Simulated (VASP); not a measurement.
# TiO2 (R-3m) in VASP: single point with LDA

Aim: the single point of TiO2 with LDA.

All numbers are computed with VASP 6.6.1; they aren't measurements. Logs are shortened: lines on timing, memory, paths and dates and some standing lists are left out, and cuts for length are marked.

## Step 1: The cell of the first run

It takes space group R-3m (No. 166, trigonal). The conventional cell has a = 2.995 Å, b = 2.995 Å, c = 20.945 Å, α = 90.00°, β = 90.00°, γ = 120.00°. Within 2.6 Å of Ti (site symmetry -3m) lie 6 O at 1.98 Å. O (site symmetry 3m) has 3 Ti at 1.98 Å and 3 O at 2.60 Å within 2.6 Å.

## Step 2: Single point, LDA

INCAR

```
SYSTEM = TiO2
  ALGO = Normal
  EDIFF = 1E-6
  ENCUT = 600
  GGA_COMPAT = .False.
  ISIF = 2
  ISMEAR = 0
  LASPH = .True.
  LCHARG = .True.
  LELF = .True.
  LREAL = .False.
  LVHAR = .True.
  LWAVE = .False.
  NBANDS = 19
  NELM = 120
  PREC = Accurate
  SIGMA = 0.01
```

KPOINTS

```
k-points
0
Gamma
  5 5 5
  0 0 0
```

POSCAR

```
TiO2
1.0
    7.1924470000      0.0000000000      0.0000000000
    6.5690148859      2.9290505761      0.0000000000
    6.5690148859      1.3981782601      2.5737977446
Ti O
1 2
Direct
    0.0000000000      0.0000000000      0.0000000000
    0.6204670000      0.6204670000      0.6204670000
    0.3795330000      0.3795330000      0.3795330000
```

Potentials or basis: VASP PAW LDA potentials, release 64 (Ti_sv, O).

Command:

```bash
cat potpaw_LDA.64/Ti_sv/POTCAR potpaw_LDA.64/O/POTCAR > POTCAR
mpirun -np 1 vasp_std > vasp.out
```

OUTCAR:

```text
SYSTEM = TiO2
   EDIFF = 1E-6
   ENCUT = 600
   ISIF = 2
   ISMEAR = 0
   LASPH = .True.
   LREAL = .False.
   NELM = 120
   PREC = Accurate

 ion  position               nearest neighbor table
   1  0.000  0.000  0.000-   2 1.98   3 1.98   2 1.98   3 1.98   2 1.98   3 1.98
   2  0.620  0.620  0.620-   1 1.98   1 1.98   1 1.98
   3  0.380  0.380  0.380-   1 1.98   1 1.98   1 1.98

  LATTYP: Found a trigonal (rhomboedric) cell.
 ALAT       =     7.1924470000
 COS(alpha) =     0.9133212780

  Lattice vectors:

 A1 = (   7.1924470000,   0.0000000000,   0.0000000000)
 A2 = (   6.5690148859,   2.9290505761,   0.0000000000)
 A3 = (   6.5690148859,   1.3981782601,   2.5737977446)

Analysis of symmetry for initial positions (statically):
=====================================================================
 Subroutine PRICEL returns:
 Original cell was already a primitive cell.

 Routine SETGRP: Setting up the symmetry group for a
 trigonal (rhombohedral) supercell.

 Subroutine GETGRP returns: Found 12 space group operations
 (whereof 12 operations were pure point group operations)
 out of a pool of 12 trial point group operations.

The static configuration has the point symmetry D_3d.

Analysis of symmetry for dynamics (positions and initial velocities):
=====================================================================
 Subroutine PRICEL returns:
 Original cell was already a primitive cell.

 Routine SETGRP: Setting up the symmetry group for a
 trigonal (rhombohedral) supercell.

 Subroutine GETGRP returns: Found 12 space group operations
 (whereof 12 operations were pure point group operations)
 out of a pool of 12 trial point group operations.

The dynamic configuration has the point symmetry D_3d.

 Subroutine INISYM returns: Found 12 space group operations
 (whereof 12 operations are pure point group operations),
 and found     1 'primitive' translations

----------------------------------------------------------------------------------------

                                     Primitive cell

  volume of cell :      54.2223

  direct lattice vectors                    reciprocal lattice vectors
     7.192447000  0.000000000  0.000000000     0.139034740 -0.311814786 -0.185464699
     6.569014886  2.929050576  0.000000000     0.000000000  0.341407556 -0.185464699
     6.569014886  1.398178260  2.573797745     0.000000000  0.000000000  0.388530918

  length of vectors
     7.192447000  7.192447000  7.192447000     0.388530918  0.388530918  0.388530918

  position of ions in fractional coordinates (direct lattice)
     0.000000000  0.000000000  0.000000000
     0.620467000  0.620467000  0.620467000
     0.379533000  0.379533000  0.379533000

  ion indices of the primitive-cell ions
   primitive index   ion index
                 1           1
                 2           2
                 3           3

----------------------------------------------------------------------------------------

 KPOINTS: k-points

Automatic generation of k-mesh.
 Grid dimensions read from file:
 generate k-points for:    5    5    5

 Generating k-lattice:

  Cartesian coordinates                     Fractional coordinates (reciprocal lattice)
     0.027806948 -0.062362957 -0.037092940     0.200000000  0.000000000  0.000000000
     0.000000000  0.068281511 -0.037092940     0.000000000  0.200000000  0.000000000
     0.000000000  0.000000000  0.077706184     0.000000000  0.000000000  0.200000000

  Length of vectors
     0.077706184  0.077706184  0.077706184

  Shift w.r.t. Gamma in fractional coordinates (k-lattice)
     0.000000000  0.000000000  0.000000000

 Subroutine IBZKPT returns following result:
 ===========================================

 Found     19 irreducible k-points:

 Following reciprocal coordinates:
            Coordinates               Weight
  0.000000  0.000000  0.000000      1.000000
  0.200000 -0.000000 -0.000000      6.000000
  0.400000 -0.000000  0.000000      6.000000
  0.200000  0.200000  0.000000      6.000000
  0.400000  0.200000  0.000000     12.000000
 -0.400000  0.200000 -0.000000     12.000000
[... 11 lines left out ...]
  0.400000  0.400000  0.400000      2.000000
 -0.400000  0.400000  0.400000      6.000000
   k-points           NKPTS =     19   k-points in BZ     NKDIM =     19   number of bands    NBANDS=     19
   number of dos      NEDOS =    301   number of ions     NIONS =      3
   total plane-waves  NPLWV = 216000
   dimension x,y,z NGX =    60 NGY =   60 NGZ =   60
   dimension x,y,z NGXF=   120 NGYF=  120 NGZF=  120
   ions per type =               1   2
   NGX,Y,Z   is equivalent  to a cutoff of  13.87, 13.87, 13.87 a.u.
   NGXF,Y,Z  is equivalent  to a cutoff of  27.74, 27.74, 27.74 a.u.
 SYSTEM =  TiO2
   PREC   = accura    normal or accurate (medium, high low for compatibility)
   ISTART =      0    job   : 0-new  1-cont  2-samecut
   ICHARG =      2    charge: 1-file 2-atom 10-const
   ISPIN  =      1    spin polarized calculation?
   LNONCOLLINEAR =      F non collinear calculations
   LSORBIT =      F    spin-orbit coupling
   LASPH  =      T    aspherical Exc in radial PAW
   ENCUT  =  600.0 eV  44.10 Ry    6.64 a.u.  14.37 14.37 14.37*2*pi/ulx,y,z
   NELM   =    120;   NELMIN=  2; NELMDL= -5     # of ELM steps
   EDIFF  = 0.1E-05   stopping-criterion for ELM
   LREAL  =      F    real-space projection
   EDIFFG = 0.1E-04   stopping-criterion for IOM
   NSW    =      0    number of steps for IOM
   IBRION =     -1    ionic relax: 0-MD 1-quasi-New 2-CG
   NFREE  =      0    steps in history (QN), initial steepest desc. (CG)
   ISIF   =      2    stress and relaxation
   ISYM   =      2    0-nonsym 1-usesym 2-fastsym
   POTIM  = 0.5000    time-step for ionic-motion
   TEBEG  =    0.0;   TEEND  =   0.0 temperature during run
   PSTRESS=    0.0 pullay stress
   NELECT =      24.0000    total number of electrons
   NUPDOWN=      -1.0000    fix difference up-down
   EMIN   =  10.00;   EMAX   =-10.00  energy-range for DOS
   EFERMI =   0.00;   METHOD = LEGACY
   ISMEAR =     0;   SIGMA  =   0.01  broadening in eV -4-tet -1-fermi 0-gaus
   EFERMI_NEDOS =   21; number of points for ismear=-14 and -15
   IALGO  =     38    algorithm
   IMIX   =      4    mixing-type and parameters
     AMIX     =   0.40;   BMIX     =  1.00
     AMIX_MAG =   1.60;   BMIX_MAG =  1.00
  volume/ion in A,a.u.               =      18.07       121.97
  Fermi-wavevector in a.u.,A,eV,Ry     =   1.247630  2.357679 21.178576  1.556581
  Thomas-Fermi vector in A             =   2.381754
   LORBIT       =      0    0 simple, 1 ext, 2 COOP (PROOUT), +10 PAW based schemes
   GGA     = CA    functional components
   LHFCALC =     F    Hartree Fock is set to
   AEXX    =    0.0000 exact exchange contribution
   IVDW    =     0    specifies the selected vdW correction
   LEPSILON=     F    determine dielectric tensor
   LRPA    =     F    only Hartree local field effects (RPA)
 non-spin polarized calculation
 Gauss-broadening in eV      SIGMA  =   0.01
  energy-cutoff  :      600.00
  volume of cell :       54.22
 maximum number of plane-waves:      1828
 NGX is ok and might be reduce to    60
   NGX = 29   NGY = 29   NGZ = 29

 number of electron      23.9999998 magnetization

 Free energy of the ion-electron system (eV)
  ---------------------------------------------------
  ext. energy  EPLUGINS =         0.00000000
  ---------------------------------------------------
  free energy    TOTEN  =       -28.77765938 eV

  energy without entropy =      -28.77765938  energy(sigma->0) =      -28.77765938

 E-fermi :  -1.3949     XC(G=0):  -8.0534

 val. band max:       -1.5036955441   @ k =   0.2000  -0.0000  -0.0000
 cond. band min:       1.1749988367   @ k =   0.0000   0.0000   0.0000
 fundamental gap:      2.6786943808
 Fermi energy:        -1.3949298921

 k-point     1 :       0.0000    0.0000    0.0000
  band No.  band energies     occupation
      1     -57.0735      2.00000
      2     -33.7223      2.00000
      3     -33.4530      2.00000
      4     -33.4530      2.00000
      5     -18.5084      2.00000
      6     -16.6936      2.00000
[... 11 lines left out ...]
     18       5.6708      0.00000
     19       8.7276      0.00000

 k-point     2 :       0.2000   -0.0000   -0.0000
  band No.  band energies     occupation
      1     -57.0480      2.00000
      2     -33.6837      2.00000
      3     -33.6567      2.00000
      4     -33.4928      2.00000
      5     -18.0357      2.00000
      6     -16.9268      2.00000
[... 11 lines left out ...]
     18       6.7737      0.00000
     19       9.8220      0.00000

 k-point     3 :       0.4000   -0.0000    0.0000
  band No.  band energies     occupation
      1     -57.0066      2.00000
      2     -33.9880      2.00000
      3     -33.6028      2.00000
      4     -33.5565      2.00000
      5     -17.5668      2.00000
      6     -16.9467      2.00000
[... 11 lines left out ...]
     18       9.1382      0.00000
     19      11.5133      0.00000

 k-point     4 :       0.2000    0.2000    0.0000
  band No.  band energies     occupation
      1     -57.0480      2.00000
      2     -33.6837      2.00000
      3     -33.6567      2.00000
      4     -33.4928      2.00000
      5     -18.0356      2.00000
      6     -16.9268      2.00000
[... 11 lines left out ...]
     18       6.9342      0.00000
     19       9.4297      0.00000

 k-point     5 :       0.4000    0.2000    0.0000
  band No.  band energies     occupation
      1     -57.0145      2.00000
      2     -33.8703      2.00000
      3     -33.6310      2.00000
      4     -33.5910      2.00000
      5     -17.4233      2.00000
      6     -17.1857      2.00000
[... 11 lines left out ...]
     18       8.6483      0.00000
     19      10.7677      0.00000

 k-point     6 :      -0.4000    0.2000   -0.0000
  band No.  band energies     occupation
      1     -56.9937      2.00000
      2     -33.9654      2.00000
      3     -33.7019      2.00000
      4     -33.5816      2.00000
      5     -17.3754      2.00000
      6     -16.9877      2.00000
[... 11 lines left out ...]
     18      11.3004      0.00000
     19      11.4511      0.00000

 k-point     7 :      -0.2000    0.2000    0.0000
  band No.  band energies     occupation
      1     -57.0145      2.00000
      2     -33.8703      2.00000
      3     -33.6310      2.00000
      4     -33.5910      2.00000
      5     -17.4234      2.00000
      6     -17.1856      2.00000
[... 11 lines left out ...]
     18       8.6190      0.00000
     19      10.9723      0.00000

 k-point     8 :       0.4000    0.4000    0.0000
  band No.  band energies     occupation
      1     -57.0066      2.00000
      2     -33.9880      2.00000
      3     -33.6028      2.00000
      4     -33.5565      2.00000
      5     -17.5671      2.00000
      6     -16.9464      2.00000
[... 146 lines left out ...]
 k-point    15 :      -0.4000    0.4000    0.2000
  band No.  band energies     occupation
      1     -57.0145      2.00000
      2     -33.8703      2.00000
      3     -33.6310      2.00000
      4     -33.5910      2.00000
      5     -17.4231      2.00000
      6     -17.1859      2.00000
[... 11 lines left out ...]
     18       8.6990      0.00000
     19      10.5234      0.00000

 k-point    16 :      -0.2000    0.4000    0.2000
  band No.  band energies     occupation
      1     -56.9937      2.00000
      2     -33.9654      2.00000
      3     -33.7019      2.00000
      4     -33.5816      2.00000
      5     -17.3755      2.00000
      6     -16.9876      2.00000
[... 11 lines left out ...]
     18      11.1028      0.00000
     19      11.6820      0.00000

 k-point    17 :      -0.4000   -0.4000    0.2000
  band No.  band energies     occupation
      1     -57.0066      2.00000
      2     -33.9880      2.00000
      3     -33.6028      2.00000
      4     -33.5565      2.00000
      5     -17.5670      2.00000
      6     -16.9465      2.00000
[... 11 lines left out ...]
     18       9.2838      0.00000
     19      10.7323      0.00000

 k-point    18 :       0.4000    0.4000    0.4000
  band No.  band energies     occupation
      1     -57.0734      2.00000
      2     -33.7223      2.00000
      3     -33.4530      2.00000
      4     -33.4530      2.00000
      5     -18.5078      2.00000
      6     -16.6944      2.00000
[... 11 lines left out ...]
     18       6.3134      0.00000
     19       7.4132      0.00000

 k-point    19 :      -0.4000    0.4000    0.4000
  band No.  band energies     occupation
      1     -57.0480      2.00000
      2     -33.6837      2.00000
      3     -33.6567      2.00000
      4     -33.4928      2.00000
      5     -18.0352      2.00000
      6     -16.9274      2.00000
[... 11 lines left out ...]
     18       7.3289      0.00000
     19       8.6174      0.00000

------------------------ aborting loop because EDIFF is reached ----------------------------------------

  FORCE on cell =-STRESS in cart. coord.  units (eV):
  Direction    XX          YY          ZZ          XY          YZ          ZX
  --------------------------------------------------------------------------------------
  -------------------------------------------------------------------------------------
  Total       -1.6338639     -2.7179797     -2.7512240      0.2416976      0.0305984      0.1437596
  in kB      -48.2779134    -80.3117027    -81.2940157      7.1417549      0.9041319      4.2478532
  external PRESSURE =     -69.9612106 kB  Pullay stress =       0.0000000 kB

 VOLUME and BASIS-vectors are now :
 -----------------------------------------------------------------------------
  energy-cutoff  :      600.00
  volume of cell :       54.22
      direct lattice vectors                 reciprocal lattice vectors
     7.192447000  0.000000000  0.000000000     0.139034740 -0.311814786 -0.185464699
     6.569014886  2.929050576  0.000000000     0.000000000  0.341407556 -0.185464699
     6.569014886  1.398178260  2.573797745     0.000000000  0.000000000  0.388530918

 POSITION                                       TOTAL-FORCE (eV/Angst)
 -----------------------------------------------------------------------------------
      0.00000      0.00000      0.00000        -0.000000     -0.000000      0.000000
     12.61439      2.68490      1.59696         0.743381      0.158224      0.094111
      7.71609      1.64233      0.97684        -0.743381     -0.158224     -0.094111
 -----------------------------------------------------------------------------------
    total drift:                                0.000000      0.000000      0.000000

  FREE ENERGIE OF THE ION-ELECTRON SYSTEM (eV)
  ---------------------------------------------------
  free  energy   TOTEN  =       -28.7776593813 eV

  energy  without entropy=      -28.7776593813  energy(sigma->0) =      -28.77765938
```

It took 60 s on 1 thread of Intel Xeon 6975P-C (Granite Rapids), shared host; peak memory 0.36 GiB.

What came out:

```
Free energy            : -28.7777 eV
Pressure               : -7.0 GPa
Largest force          : 0.766 eV/Å
Band gap on the k mesh : 2.68 eV (least direct gap 2.77 eV)
```

Forces in eV/Å, atoms in the order of the input:
```
Ti   0.000  0.000  0.000
O    0.743  0.158  0.094
O   -0.743 -0.158 -0.094
```

Caveat: the k points lie up to 0.49 Å⁻¹ apart; an odd mesh through Γ misses points on the zone boundary, where band edges can lie.
